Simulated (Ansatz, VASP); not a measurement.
**One calculation of AlN, two programs**

Contents of INCAR:

```
SYSTEM = AlN
PREC = Accurate
ENCUT = 520
EDIFF = 1E-7
ISMEAR = -1
SIGMA = 0.02
LREAL = .FALSE.
LASPH = .TRUE.
NELM = 100
ALGO = Normal
ISIF = 2
LWAVE = .FALSE.
LCHARG = .FALSE.
GGA = PE
NBANDS = 11
```

The input KPOINTS:

```
Automatic mesh
0
G
  10 10 10
  0 0 0
```

POSCAR

```
AlN
1.0
    0.0000000000      1.9444680984      1.9444680984
    1.9444680984      0.0000000000      1.9444680984
    1.9444680984      1.9444680984      0.0000000000
Al N
1 1
Direct
    0.0000000000      0.0000000000      0.0000000000
    0.5000000000      0.5000000000      0.5000000000
```

Input for Ansatz:

```yaml
crystal:
  lattice:
    - [0.0, 1.9444680984, 1.9444680984]
    - [1.9444680984, 0.0, 1.9444680984]
    - [1.9444680984, 1.9444680984, 0.0]
  atoms:
    - { symbol: Al, position: [0.0, 0.0, 0.0] }
    - { symbol: "N", position: [0.5, 0.5, 0.5] }
kpoints:
  mp_grid: { grid: [10, 10, 10] }
scf:
  occupations: { method: fermi_dirac, width: 0.02 }
hamiltonian:
  xc: pbe
  pseudopotentials: { kind: all_electron, lapw: { basis_error: 0.001 } }
output:
  forces: true
  stress: true
  eigenvalues: true
```

Change from the starting cell: volume scaled by 0.95.

Alike in both runs: task single point; functional PBE; k mesh 10 × 10 × 10; occupations fermi-dirac, width 0.02 eV; no spin polarisation.

```csv
,VASP,Ansatz
version,VASP 6.6.1,Ansatz 0.2.0
potentials or method,"VASP PAW PBE potentials, release 64 (Al, N), cutoff 520 eV","all-electron LAPW, scalar-relativistic"
```

VASP gave:

| Item | Value |
| --- | --- |
| gap on the k mesh at the Fermi level (eV) | 5.08 |
| pressure (GPa) | 44.9 |

Q: Estimate Ansatz's values.

A: gap on the k mesh at the Fermi level (eV): 5.08; pressure (GPa): 45.1.

Both programs put the cell under a high pressure, so it lies far from rest at this level. Ansatz ran all-electron here, and VASP with PAW potentials.
